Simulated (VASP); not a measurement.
A run of VASP 6.6.1:

The input INCAR:

```
PREC = Accurate ; ENCUT = 520
EDIFF = 1E-6 ; ISMEAR = 0
SIGMA = 0.05 ; LREAL = False
LASPH = True ; NELM = 80
ALGO = Normal ; ISIF = 2
LWAVE = False ; LCHARG = True
GGA = PE ; LELF = True
LVHAR = True ; NBANDS = 20
```

Contents of KPOINTS:

```
regular mesh
0
Gamma
  12 12 6
```

File POSCAR:

```
SnSe2
1.0
    3.8109987816      0.0000000000      0.0000000000
   -1.9054993908      3.3004217586      0.0000000000
    0.0000000000      0.0000000000      6.1370000000
Sn Se
1 2
Direct
    0.0089610722      0.0065599601      0.0035278858
    0.3333333333      0.6666666667      0.2500000000
    0.6666666667      0.3333333333      0.7500000000
```

Potentials or basis: VASP PAW PBE potentials, release 64 (Sn_d, Se).

Launch:

```console
$ cat potpaw_PBE.64/Sn_d/POTCAR potpaw_PBE.64/Se/POTCAR > POTCAR
$ mpirun -np 1 vasp_std > vasp.out
```

Hardware: 1 thread of Intel(R) Xeon(R) Platinum 8488C (Sapphire Rapids), with other jobs on the host.

Task: Estimate the wall time of this run.

Result: Wall time 5.5 min on 1 thread of Intel(R) Xeon(R) Platinum 8488C (Sapphire Rapids), on a shared host, peak memory 0.69 GiB. Counts: scf iterations 13, k points 436.
